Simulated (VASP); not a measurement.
# SiO2 (P4_2/mnm) in VASP: further runs, part 2 of 2

VASP 6.6.1.

### Step 3. Single point, LDA

This run uses another cell than the first one, of 7.65 Å³/atom, 1.014 times its volume.

File INCAR:

```
PREC = Accurate
ENCUT = 520
EDIFF = 1E-6
ISMEAR = 0
SIGMA = 0.05
LREAL = False
LASPH = True
NELM = 80
ALGO = Normal
ISIF = 2
LWAVE = False
LCHARG = False
NBANDS = 25
```

File KPOINTS:

```
regular mesh
0
Gamma
  6 6 8
```

File POSCAR:

```
SiO2
1.0
    4.2050000000      0.0000000000      0.0000000000
    0.0000000000      4.2050000000      0.0000000000
    0.0000000000      0.0000000000      2.5974000000
Si O
2 4
Direct
    0.5000000000      0.5000000000      0.5000000000
    0.0000000000      0.0000000000      0.0000000000
    0.6944252994      0.6944252994      0.0000000000
    0.1944252994      0.8055747006      0.5000000000
    0.3055747006      0.3055747006      0.0000000000
    0.8055747006      0.1944252994      0.5000000000
```

Potentials or basis: VASP PAW LDA potentials, release 64 (Si, O).

Launch:

```sh
> cat potpaw_LDA.64/Si/POTCAR potpaw_LDA.64/O/POTCAR > POTCAR
> mpirun -np 1 vasp_std > vasp.out
```

OUTCAR:

```text
PREC = Accurate
   ENCUT = 520
   EDIFF = 1E-6
   ISMEAR = 0
   LREAL = False
   LASPH = True
   NELM = 80
   ISIF = 2

 ion  position               nearest neighbor table
   1  0.500  0.500  0.500-   3 1.74   5 1.74   3 1.74   5 1.74   4 1.82   6 1.82
   2  0.000  0.000  0.000-   4 1.74   6 1.74   4 1.74   6 1.74   5 1.82   3 1.82
   3  0.694  0.694  0.000-   1 1.74   1 1.74   2 1.82
   4  0.194  0.806  0.500-   2 1.74   2 1.74   1 1.82
   5  0.306  0.306  0.000-   1 1.74   1 1.74   2 1.82
   6  0.806  0.194  0.500-   2 1.74   2 1.74   1 1.82

  LATTYP: Found a simple tetragonal cell.
 ALAT       =     4.2050000000
 C/A-ratio  =     0.6176932224

  Lattice vectors:

 A1 = (   4.2050000000,   0.0000000000,   0.0000000000)
 A2 = (   0.0000000000,   4.2050000000,   0.0000000000)
 A3 = (   0.0000000000,   0.0000000000,   2.5974000000)

Analysis of symmetry for initial positions (statically):
=====================================================================
 Subroutine PRICEL returns:
 Original cell was already a primitive cell.

 Routine SETGRP: Setting up the symmetry group for a
 simple tetragonal supercell.

 Subroutine GETGRP returns: Found 16 space group operations
 (whereof  8 operations were pure point group operations)
 out of a pool of 16 trial point group operations.

The static configuration has the point symmetry D_2h.
 The point group associated with its full space group is D_4h.

Analysis of symmetry for dynamics (positions and initial velocities):
=====================================================================
 Subroutine PRICEL returns:
 Original cell was already a primitive cell.

 Routine SETGRP: Setting up the symmetry group for a
 simple tetragonal supercell.

 Subroutine GETGRP returns: Found 16 space group operations
 (whereof  8 operations were pure point group operations)
 out of a pool of 16 trial point group operations.

The dynamic configuration has the point symmetry D_2h.
[... 125 lines left out ...]
   IALGO  =     38    algorithm
   IMIX   =      4    mixing-type and parameters
     AMIX     =   0.40;   BMIX     =  1.00
     AMIX_MAG =   1.60;   BMIX_MAG =  1.00
  volume/ion in A,a.u.               =       7.65        51.66
  Fermi-wavevector in a.u.,A,eV,Ry     =   1.451336  2.742627 28.658976  2.106375
  Thomas-Fermi vector in A             =   2.568845
   LORBIT       =      0    0 simple, 1 ext, 2 COOP (PROOUT), +10 PAW based schemes
   GGA     = CA    functional components
   LHFCALC =     F    Hartree Fock is set to
   AEXX    =    0.0000 exact exchange contribution
   IVDW    =     0    specifies the selected vdW correction
   LEPSILON=     F    determine dielectric tensor
   LRPA    =     F    only Hartree local field effects (RPA)
 non-spin polarized calculation
 Gauss-broadening in eV      SIGMA  =   0.05
  energy-cutoff  :      520.00
  volume of cell :       45.93
 maximum number of plane-waves:      1256
 NGX is ok and might be reduce to    32
   NGX = 15   NGY = 15   NGZ =  9

 number of electron      32.0000019 magnetization

 Free energy of the ion-electron system (eV)
  ---------------------------------------------------
  ext. energy  EPLUGINS =         0.00000000
  ---------------------------------------------------
  free energy    TOTEN  =       -51.89908344 eV

  energy without entropy =      -51.89908344  energy(sigma->0) =      -51.89908344

 E-fermi :   8.4529     XC(G=0): -12.7932

 val. band max:        8.2396117980   @ k =   0.0000   0.0000   0.0000
 cond. band min:      14.1748097595   @ k =   0.0000   0.0000   0.0000
 fundamental gap:      5.9351979614
 Fermi energy:         8.4528970123

 k-point     1 :       0.0000    0.0000    0.0000
  band No.  band energies     occupation
      1     -14.3406      2.00000
      2     -10.6025      2.00000
      3     -10.6025      2.00000
      4     -10.4096      2.00000
      5      -2.7751      2.00000
      6       1.4688      2.00000
[... 661 lines left out ...]
     24      21.3323      0.00000
     25      21.8448      0.00000

 [... further k-points ...]
[... 5 lines left out ...]
  --------------------------------------------------------------------------------------
  -------------------------------------------------------------------------------------
  Total       -0.9555342     -0.9555342      4.6468349      0.0000000      0.0000000      0.0000000
  in kB      -33.3338876    -33.3338876    162.1052169      0.0000000      0.0000000      0.0000000
  external PRESSURE =      31.8124806 kB  Pullay stress =       0.0000000 kB

 VOLUME and BASIS-vectors are now :
 -----------------------------------------------------------------------------
  energy-cutoff  :      520.00
  volume of cell :       45.93
      direct lattice vectors                 reciprocal lattice vectors
     4.205000000  0.000000000  0.000000000     0.237812128  0.000000000  0.000000000
     0.000000000  4.205000000  0.000000000     0.000000000  0.237812128  0.000000000
     0.000000000  0.000000000  2.597400000     0.000000000  0.000000000  0.385000385

 POSITION                                       TOTAL-FORCE (eV/Angst)
 -----------------------------------------------------------------------------------
      2.10250      2.10250      1.29870         0.000000      0.000000      0.000000
      0.00000      0.00000      0.00000         0.000000      0.000000      0.000000
      2.92006      2.92006      0.00000        -0.108957     -0.108957      0.000000
      0.81756      3.38744      1.29870        -0.108957      0.108957      0.000000
      1.28494      1.28494      0.00000         0.108957      0.108957     -0.000000
      3.38744      0.81756      1.29870         0.108957     -0.108957      0.000000
 -----------------------------------------------------------------------------------
    total drift:                                0.000000      0.000000     -0.000000

  FREE ENERGIE OF THE ION-ELECTRON SYSTEM (eV)
  ---------------------------------------------------
  free  energy   TOTEN  =       -51.8990834368 eV

  energy  without entropy=      -51.8990834368  energy(sigma->0) =      -51.89908344
```

Run time: 73 s. Hardware: 1 thread of AMD EPYC 7R13, shared host; peak memory 0.13 GiB.

What came out:

| Item | Value |
| --- | --- |
| Free energy | -51.8991 eV |
| Pressure | 3.2 GPa |
| Largest force | 0.154 eV/Å |
| Band gap on the k mesh | 5.94 eV, direct |

Forces in eV/Å, atoms in the order of the input:
```
Si   0.000  0.000  0.000
Si   0.000  0.000  0.000
O   -0.109 -0.109  0.000
O   -0.109  0.109  0.000
O    0.109  0.109  0.000
O    0.109 -0.109  0.000
```

A k mesh can miss the band edges. LDA gaps usually lie below the measured ones, often by a third to a half.

### Step 4. Single point, LDA

This run uses another cell than the first one, of 7.65 Å³/atom, 1.014 times its volume.

File INCAR:

```
PREC     = Accurate       # precision mode
ENCUT    = 520            # plane-wave cutoff, eV
EDIFF    = 1E-6           # SCF threshold, eV
ISMEAR   = 0              # smearing method
SIGMA    = 0.05           # smearing width, eV
LREAL    = F              # projectors in reciprocal space
LASPH    = T              # aspherical terms in the spheres
NELM     = 80             # most SCF steps
ALGO     = Normal         # electronic algorithm
ISIF     = 2              # what is computed and relaxed
LWAVE    = F              # write WAVECAR
LCHARG   = F              # write CHGCAR
GGA      = CA             # functional
NBANDS   = 25             # bands
```

KPOINTS is that of step 3.

POSCAR, as its differences from that of step 3:

```diff
@@ -2,5 +2,5 @@
 1.0
-    4.2050000000      0.0000000000      0.0000000000
-    0.0000000000      4.2050000000      0.0000000000
-    0.0000000000      0.0000000000      2.5974000000
+    4.1053000000      0.0000000000      0.0000000000
+    0.0000000000      4.1053000000      0.0000000000
+    0.0000000000      0.0000000000      2.7252000000
 Si O
```

Launch:

```sh
> cat potpaw_LDA.64/Si/POTCAR potpaw_LDA.64/O/POTCAR > POTCAR
> mpirun -np 1 vasp_std > vasp.out
```

Run time: 65 s. Hardware: 1 thread of AMD EPYC 7R13, shared host; peak memory 0.13 GiB.

Results (log left out):

```
Free energy            : -51.9180 eV
Pressure               : -0.1 GPa
Largest force          : 0.210 eV/Å
Band gap on the k mesh : 5.68 eV, direct
```

Forces on the atoms (eV/Å):
```
Si   0.000  0.000  0.000
Si   0.000  0.000  0.000
O    0.148  0.148  0.000
O    0.148 -0.148  0.000
O   -0.148 -0.148  0.000
O   -0.148  0.148  0.000
```

Stress tensor (GPa, compression positive):
```
  5.13   0.00   0.00
  0.00   5.13   0.00
  0.00   0.00 -10.64
```

Levels at points of the mesh, in eV from the valence-band top:
| k point | band 12 | band 13 | band 14 | band 15 | band 16 | band 17 | band 18 | band 19 | band 20 | band 21 |
| --- | --- | --- | --- | --- | --- | --- | --- | --- | --- | --- |
| (0.00, 0.00, 0.00) | -3.39 | -2.68 | -0.86 | -0.86 | 0.00 | 5.68 | 5.92 | 7.87 | 7.87 | 10.84 |
| (0.50, 0.00, 0.00) | -3.99 | -2.88 | -2.88 | -1.05 | -1.05 | 7.42 | 7.42 | 8.50 | 8.50 | 11.34 |
| (0.50, 0.50, 0.00) | -3.56 | -2.87 | -2.87 | -2.22 | -2.22 | 7.09 | 7.09 | 9.58 | 9.58 | 13.63 |
| (0.00, 0.00, 0.50) | -4.67 | -3.34 | -3.34 | -2.73 | -2.73 | 9.16 | 9.16 | 12.41 | 12.41 | 13.12 |
| (0.50, 0.00, 0.50) | -4.12 | -2.26 | -2.26 | -1.79 | -1.79 | 8.81 | 8.81 | 10.21 | 10.21 | 12.06 |
| (0.50, 0.50, 0.50) | -4.46 | -1.69 | -1.69 | -1.57 | -1.57 | 7.31 | 7.31 | 11.01 | 11.01 | 11.57 |

### Step 5. Summary

```tsv
cell	gap on the mesh (eV)	pressure (GPa)	largest force (eV/Å)
a = 4.030, b = 4.030, c = 2.789 Å, 6 atoms	5.46	3.8	0.43
a = 4.205, b = 4.205, c = 2.597 Å, 6 atoms	5.94	3.2	0.15
a = 4.105, b = 4.105, c = 2.725 Å, 6 atoms	5.68	-0.1	0.21
```

Alike in all rows: task single point; level LDA; potentials or basis VASP PAW LDA potentials, release 64 (Si, O); no spin polarisation; k mesh 6 × 6 × 8; cutoff (eV) 520; smearing gaussian 0.05 eV.

Absolute energies hang on the potentials; compare differences alone.
